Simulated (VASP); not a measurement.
# Co (P6_3/mmc) in VASP: further runs

Co is run at these levels: LDA; tasks: single point.

Everything below comes from runs of VASP 6.6.1. Logs are shortened: lines on timing, memory, paths and dates and some standing lists are left out, and cuts for length are marked.

## Step 1: The cell of the first run

Symmetry: P6_3/mmc, No. 194, hexagonal system. Conventional cell: a = 2.427 Å, b = 2.427 Å, c = 3.923 Å, α = 90.00°, β = 90.00°, γ = 120.00°. Within 3.2 Å of Co (site symmetry -6m2) lie 12 Co at 2.41 to 2.43 Å.

## Step 2: Single point, LDA, collinear spin, ferromagnetic start

File INCAR:

```
SYSTEM = Co
PREC = Accurate
ENCUT = 520
EDIFF = 1E-6
ISMEAR = 0
SIGMA = 0.6
LREAL = .False.
LASPH = .True.
NELM = 150
ALGO = Normal
ISIF = 2
LWAVE = .False.
LCHARG = .False.
ISPIN = 2
MAGMOM = 1.558 1.558
LORBIT = 11
LMAXMIX = 4
GGA = CA
NBANDS = 20
```

File KPOINTS:

```
regular mesh
0
Gamma
  15 15 8
  0 0 0
```

File POSCAR:

```
Co
1.0
    2.4273810165      0.0000000000      0.0000000000
   -1.2136905082      2.1021736250      0.0000000000
    0.0000000000      0.0000000000      3.9230481332
Co
2
Direct
    0.3333333333      0.6666666667      0.2500000000
    0.6666666667      0.3333333333      0.7500000000
```

Potentials or basis: VASP PAW LDA potentials, release 64 (Co).

Started as:

```
cat potpaw_LDA.64/Co/POTCAR > POTCAR
mpirun -np 1 vasp_std > vasp.out
```

OUTCAR:

```text
SYSTEM = Co
   PREC = Accurate
   ENCUT = 520
   EDIFF = 1E-6
   ISMEAR = 0
   LREAL = .False.
   LASPH = .True.
   NELM = 150
   ISIF = 2
   ISPIN = 2
   LORBIT = 11
   GGA = CA

 ion  position               nearest neighbor table
   1  0.333  0.667  0.250-   2 2.41   2 2.41   2 2.41   2 2.41   2 2.41   2 2.41
   2  0.667  0.333  0.750-   1 2.41   1 2.41   1 2.41   1 2.41   1 2.41   1 2.41

  LATTYP: Found a hexagonal cell.
 ALAT       =     2.4273810165
 C/A-ratio  =     1.6161649558

  Lattice vectors:

 A1 = (   2.4273810165,   0.0000000000,   0.0000000000)
 A2 = (  -1.2136905082,   2.1021736250,   0.0000000000)
 A3 = (   0.0000000000,   0.0000000000,   3.9230481332)

Analysis of symmetry for initial positions (statically):
=====================================================================
 Subroutine PRICEL returns:
 Original cell was already a primitive cell.

 Routine SETGRP: Setting up the symmetry group for a
 hexagonal supercell.

 Subroutine GETGRP returns: Found 24 space group operations
 (whereof 12 operations were pure point group operations)
 out of a pool of 24 trial point group operations.

The static configuration has the point symmetry D_3d.
 The point group associated with its full space group is D_6h.

Analysis of symmetry for dynamics (positions and initial velocities):
=====================================================================
 Subroutine PRICEL returns:
 Original cell was already a primitive cell.

 Routine SETGRP: Setting up the symmetry group for a
 hexagonal supercell.

 Subroutine GETGRP returns: Found 24 space group operations
 (whereof 12 operations were pure point group operations)
 out of a pool of 24 trial point group operations.

The dynamic configuration has the point symmetry D_3d.
 The point group associated with its full space group is D_6h.

Analysis of structural, dynamic, and magnetic symmetry:
=====================================================================
 Subroutine PRICEL returns:
 Original cell was already a primitive cell.

 Routine SETGRP: Setting up the symmetry group for a
 hexagonal supercell.

 Subroutine GETGRP returns: Found 24 space group operations
 (whereof 12 operations were pure point group operations)
 out of a pool of 24 trial point group operations.

The overall configuration has the point symmetry D_3d.
 The point group associated with its full space group is D_6h.

 Subroutine INISYM returns: Found 24 space group operations
 (whereof 12 operations are pure point group operations),
 and found     1 'primitive' translations
[... 117 lines left out ...]
  Fermi-wavevector in a.u.,A,eV,Ry     =   1.580116  2.985986 33.970567  2.496766
  Thomas-Fermi vector in A             =   2.680392
   LORBIT       =     11    0 simple, 1 ext, 2 COOP (PROOUT), +10 PAW based schemes
   GGA     = CA    functional components
   LHFCALC =     F    Hartree Fock is set to
   AEXX    =    0.0000 exact exchange contribution
   IVDW    =     0    specifies the selected vdW correction
   LEPSILON=     F    determine dielectric tensor
   LRPA    =     F    only Hartree local field effects (RPA)
 spin polarized calculation
 Gauss-broadening in eV      SIGMA  =   0.60
  energy-cutoff  :      520.00
  volume of cell :       20.02
 maximum number of plane-waves:       557
 NGX is ok and might be reduce to    18
   NGX =  9   NGY =  9   NGZ = 15

 number of electron      17.9999991 magnetization       1.8636939

 Free energy of the ion-electron system (eV)
  ---------------------------------------------------
  ext. energy  EPLUGINS =         0.00000000
  ---------------------------------------------------
  free energy    TOTEN  =       -16.49733886 eV

  energy without entropy =      -15.88546133  energy(sigma->0) =      -16.19140009

 E-fermi :  11.1313     XC(G=0): -14.2268

 val. band max:       11.1301101557   @ k =   0.4667   0.0000   0.1250
 cond. band min:      11.1347676707   @ k =   0.0667   0.0000   0.3750
 fundamental gap:      0.0046575150
 Fermi energy:        11.1312654563

 spin component 1

 k-point     1 :       0.0000    0.0000    0.0000
  band No.  band energies     occupation
      1       1.7527      1.00000
      2       5.7893      1.00000
      3       8.7255      1.00000
      4       8.7602      1.00000
      5       8.7602      1.00000
      6       9.1313      1.00000
[... 541 lines left out ...]
     19      31.7721      0.00000
     20      41.4978      0.00000

 [... further k-points ...]

 spin component 2

 k-point     1 :       0.0000    0.0000    0.0000
  band No.  band energies     occupation
      1       1.8691      1.00000
      2       6.3311      1.00000
      3       9.5841      0.99987
      4       9.6123      0.99983
      5       9.6123      0.99983
      6      10.0113      0.99585
[... 541 lines left out ...]
     19      32.0292      0.00000
     20      41.7695      0.00000

 [... further k-points ...]

------------------------ aborting loop because EDIFF is reached ----------------------------------------

  FORCE on cell =-STRESS in cart. coord.  units (eV):
  Direction    XX          YY          ZZ          XY          YZ          ZX
  --------------------------------------------------------------------------------------
  -------------------------------------------------------------------------------------
  Total       -0.6009356     -0.6009356     -0.7513618     -0.0000000      0.0000000      0.0000000
  in kB      -48.0959337    -48.0959337    -60.1353022     -0.0000000      0.0000000      0.0000000
  external PRESSURE =     -52.1090565 kB  Pullay stress =       0.0000000 kB

 VOLUME and BASIS-vectors are now :
 -----------------------------------------------------------------------------
  energy-cutoff  :      520.00
  volume of cell :       20.02
      direct lattice vectors                 reciprocal lattice vectors
     2.427381017  0.000000000  0.000000000     0.411966639  0.237849050  0.000000000
    -1.213690508  2.102173625  0.000000000     0.000000000  0.475698100  0.000000000
     0.000000000  0.000000000  3.923048133     0.000000000  0.000000000  0.254903831

 POSITION                                       TOTAL-FORCE (eV/Angst)
 -----------------------------------------------------------------------------------
     -0.00000      1.40145      0.98076         0.000000     -0.000000      0.000000
      1.21369      0.70072      2.94229        -0.000000      0.000000      0.000000
 -----------------------------------------------------------------------------------
    total drift:                                0.000000      0.000000     -0.000000

  FREE ENERGIE OF THE ION-ELECTRON SYSTEM (eV)
  ---------------------------------------------------
  free  energy   TOTEN  =       -16.4973388610 eV

  energy  without entropy=      -15.8854613282  energy(sigma->0) =      -16.19140009

 total charge

# of ion       s       p       d       tot
------------------------------------------
    1        0.522   0.588   7.339   8.449
    2        0.522   0.588   7.339   8.449
--------------------------------------------------
tot          1.043   1.177  14.677  16.897

 magnetization (x)

# of ion       s       p       d       tot
------------------------------------------
    1       -0.008  -0.023   0.958   0.926
    2       -0.008  -0.023   0.958   0.926
--------------------------------------------------
tot         -0.015  -0.047   1.915   1.853
```

Run time: 98 s. Hardware: 1 thread of Intel Xeon 6975P-C, shared host; peak memory 0.18 GiB.

What came out:

```
Free energy                                           : -16.4973 eV
Pressure                                              : -5.2 GPa
Net moment                                            : 1.86 μB per cell
Site moments                                          : Co +0.93 μB
Valence electrons inside the program's atomic spheres : Co 8.45
```

Levels at points of the mesh, in eV from the Fermi level:
Spin up:
```tsv
k point	band 7	band 8	band 9	band 10	band 11	band 12	band 13	band 14
(0.00, 0.00, 0.00)	-2.00	-1.59	-1.59	-0.31	-0.31	-0.10	7.31	22.63
(0.00, 0.00, 0.50)	-2.45	-2.45	-0.67	-0.67	-0.67	-0.67	16.06	16.06
```
Spin down:
| k point | band 4 | band 5 | band 6 | band 7 | band 8 | band 9 | band 10 | band 11 | band 12 | band 13 |
| --- | --- | --- | --- | --- | --- | --- | --- | --- | --- | --- |
| (0.00, 0.00, 0.00) | -1.52 | -1.52 | -1.12 | -1.12 | -0.67 | -0.67 | 0.01 | 0.67 | 0.67 | 7.90 |
| (0.00, 0.00, 0.50) | -2.07 | -1.59 | -1.59 | -1.59 | -1.59 | 0.30 | 0.30 | 0.30 | 0.30 | 16.39 |

## Step 3: Single point, LDA, collinear spin, ferromagnetic start

File INCAR:

```
  PREC = Accurate
  ENCUT = 520
  EDIFF = 1E-7
  ISMEAR = 0
  SIGMA = 1.0
  LREAL = False
  LASPH = True
  NELM = 150
  ALGO = Normal
  ISIF = 2
  LWAVE = False
  LCHARG = False
  ISPIN = 2
  MAGMOM = 1.558 1.558
  LORBIT = 11
  LMAXMIX = 4
  NBANDS = 20
```

File KPOINTS:

```
regular mesh
0
Gamma
  15 15 8
```

POSCAR is that of step 2.

Potentials or basis: VASP PAW LDA potentials, release 64 (Co).

Started as:

```
cat potpaw_LDA.64/Co/POTCAR > POTCAR
mpirun -np 1 vasp_std > vasp.out
```

It used 88 s of CPU time on 1 thread of Intel Xeon 6975P-C, on a shared host.

Results (log left out):

* Free energy: -17.0912 eV
* Pressure: -3.7 GPa
* Band gap on the k mesh: zero (filled and empty bands overlap)
* Net moment: 0.00 μB per cell
* Valence electrons inside the program's atomic spheres: Co 8.45

Stress tensor (GPa, compression positive):
```
-3.50  0.00  0.00
 0.00 -3.50  0.00
 0.00  0.00 -3.96
```

Levels at points of the mesh, in eV from the Fermi level:
Spin up:
| k point | band 7 | band 8 | band 9 | band 10 | band 11 | band 12 |
| --- | --- | --- | --- | --- | --- | --- |
| (0.00, 0.00, 0.00) | -1.59 | -1.16 | -1.16 | -0.08 | 0.15 | 0.15 |
| (0.00, 0.00, 0.50) | -2.05 | -2.05 | -0.21 | -0.21 | -0.21 | -0.21 |
Spin down:
```csv
k point,band 6,band 7,band 8,band 9,band 10,band 11,band 12,band 13
"(0.00, 0.00, 0.00)",-1.59,-1.59,-1.16,-1.16,-0.08,0.15,0.15,7.57
"(0.00, 0.00, 0.50)",-2.05,-2.05,-2.05,-0.21,-0.21,-0.21,-0.21,16.19
```

Caveat: the starting moments collapsed, and a magnetic state may lie lower.

## Step 4: Single point, LDA, collinear spin, ferromagnetic start

File INCAR:

```
SYSTEM = Co
  PREC = Accurate
  ENCUT = 520
  EDIFF = 1E-6
  ISMEAR = 1
  SIGMA = 0.01
  LREAL = .False.
  LASPH = .True.
  NELM = 150
  ALGO = Normal
  ISIF = 2
  LWAVE = .False.
  LCHARG = .False.
  ISPIN = 2
  MAGMOM = 1.558 1.558
  LORBIT = 11
  LMAXMIX = 4
  GGA = CA
  NBANDS = 20
```

File KPOINTS:

```
Automatic mesh
0
Gamma
  15 15 8
  0 0 0
```

POSCAR is that of step 3.

Started as:

```
cat potpaw_LDA.64/Co/POTCAR > POTCAR
mpirun -np 1 vasp_std > vasp.out
```

It used 73 s of CPU time on 1 thread of Intel Xeon 6975P-C, on a shared host.

The run converged. Its results:

* Free energy: -16.2485 eV
* Pressure: -0.8 GPa
* Net moment: 3.02 μB per cell
* Site moments: Co +1.50 μB
* Valence electrons inside the program's atomic spheres: Co 8.45

Stress tensor (GPa, compression positive):
```
-0.37  0.00  0.00
 0.00 -0.37  0.00
 0.00  0.00 -1.71
```

Levels at points of the mesh, in eV from the Fermi level:
Spin up:
```csv
k point,band 8,band 9,band 10,band 11,band 12,band 13
"(0.00, 0.00, 0.00)",-1.80,-1.80,-0.53,-0.53,-0.11,7.19
"(0.00, 0.00, 0.50)",-2.65,-0.89,-0.89,-0.89,-0.89,16.00
```
Spin down:
| k point | band 5 | band 6 | band 7 | band 8 | band 9 | band 10 |
| --- | --- | --- | --- | --- | --- | --- |
| (0.00, 0.00, 0.00) | -1.19 | -0.78 | -0.78 | -0.32 | -0.32 | 0.07 |
| (0.00, 0.00, 0.50) | -1.26 | -1.26 | -1.26 | -1.26 | 0.67 | 0.67 |

## Step 5: Single point, LDA, collinear spin, ferromagnetic start

File INCAR:

```
ALGO = Normal
EDIFF = 1E-6
ENCUT = 520
GGA = CA
ISIF = 2
ISMEAR = 1
ISPIN = 2
LASPH = T
LCHARG = F
LMAXMIX = 4
LORBIT = 11
LREAL = F
LWAVE = F
MAGMOM = 1.558 1.558
NBANDS = 20
NELM = 150
PREC = Accurate
SIGMA = 0.03
```

File KPOINTS:

```
k-points
0
Gamma
  15 15 8
```

POSCAR is that of step 4.

Started as:

```
cat potpaw_LDA.64/Co/POTCAR > POTCAR
mpirun -np 1 vasp_std > vasp.out
```

It took 1.9 min on 1 thread of Intel Xeon 6975P-C, shared host; peak memory 0.18 GiB.

Results (log left out):

```yaml
Free_energy: -16.2485 eV
Pressure: -0.9 GPa
Net_moment: 3.02 μB per cell
Site_moments: Co +1.50 μB
Valence_electrons_inside_the_program's_atomic_spheres: Co 8.45
```

Stress tensor (GPa, compression positive):
```
-0.46  0.00  0.00
 0.00 -0.46  0.00
 0.00  0.00 -1.68
```

Levels at points of the mesh, in eV from the Fermi level:
Spin up:
```csv
k point,band 6,band 7,band 8,band 9,band 10,band 11,band 12,band 13,band 14,band 15
"(0.00, 0.00, 0.00)",-2.20,-2.20,-1.80,-1.80,-0.53,-0.53,-0.11,7.19,22.65,25.95
"(0.00, 0.00, 0.50)",-2.65,-2.65,-2.65,-0.89,-0.89,-0.89,-0.89,16.01,16.01,23.41
```
Spin down:
```
           k point  band 4  band 5  band 6  band 7  band 8  band 9  band 10  band 11
(0.00, 0.00, 0.00)   -1.19   -1.19   -0.78   -0.78   -0.32   -0.32     0.07     1.05
(0.00, 0.00, 0.50)   -1.77   -1.26   -1.26   -1.26   -1.26    0.67     0.67     0.67
```

(Continued in part 2 of 2.)
